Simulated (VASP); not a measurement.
Write the native input for VASP 6.6.1 that does the following.

```
Task                   : single point
Functional             : r2SCAN
Potentials or basis    : VASP PAW PBE potentials, release 64 (Hf_pv, Ru_pv)
Cutoff                 : 520 eV
k mesh                 : 6 × 6 × 6
Occupations            : gaussian, width 0.005 eV
Spin                   : no spin polarisation
Dipole correction      : no
Further INCAR settings : ALGO = Normal; EDIFF = 1e-06; NBANDS = 34
```

HfRu3:

```
Hf Ru
1.0
     3.95577    0.00000    0.00000
     0.00000    3.95577    0.00000
     0.00000    0.00000    3.95577
Hf Ru
1 3
Direct
  0.00000 0.00000 0.00000
  0.00000 0.50000 0.50000
  0.50000 0.00000 0.50000
  0.50000 0.50000 0.00000
```

The input as run:

POSCAR

```
HfRu3
1.0
    3.9557730000      0.0000000000      0.0000000000
    0.0000000000      3.9557730000      0.0000000000
    0.0000000000      0.0000000000      3.9557730000
Hf Ru
1 3
Direct
    0.0000000000      0.0000000000      0.0000000000
    0.0000000000      0.5000000000      0.5000000000
    0.5000000000      0.0000000000      0.5000000000
    0.5000000000      0.5000000000      0.0000000000
```

INCAR.step1

```
ALGO = Normal ; EDIFF = 1E-4
ENCUT = 520 ; GGA = PE
ISMEAR = 0 ; LASPH = T
LCHARG = F ; LREAL = F
LWAVE = T ; NBANDS = 34
NELM = 60 ; PREC = Accurate
SIGMA = 0.005
```

INCAR.step2

```
ALGO = Normal ; EDIFF = 1E-6
ENCUT = 520 ; ISIF = 2
ISMEAR = 0 ; ISTART = 1
LASPH = T ; LCHARG = F
LMIXTAU = T ; LREAL = F
LWAVE = F ; METAGGA = R2SCAN
NBANDS = 34 ; NELM = 60
PREC = Accurate ; SIGMA = 0.005
```

KPOINTS

```
k-points
0
Gamma
  6 6 6
```

Potentials or basis: VASP PAW PBE potentials, release 64 (Hf_pv, Ru_pv).

The run is started by

```console
$ cat potpaw_PBE.64/Hf_pv/POTCAR potpaw_PBE.64/Ru_pv/POTCAR > POTCAR
$ cp INCAR.step1 INCAR
$ mpirun -np 1 vasp_std > vasp.out
$ cp INCAR.step2 INCAR
$ mpirun -np 1 vasp_std > vasp.out
```

Results of the run:

- Pressure: -6.2 GPa
- Band gap on the k mesh: zero (band 26 reaches 11.83 eV, above the bottom of band 27 at 8.75 eV)

Caveat: the PAW data sets were made with another functional, which shifts forces and pressure a little; spin-orbit coupling is left out, which moves the levels of the heavy elements.

It took 3.2 min on 1 thread of Intel(R) Xeon(R) Platinum 8259CL CPU @ 2.50GHz (Skylake/Cascade Lake), on a shared host, peak memory 0.19 GiB.
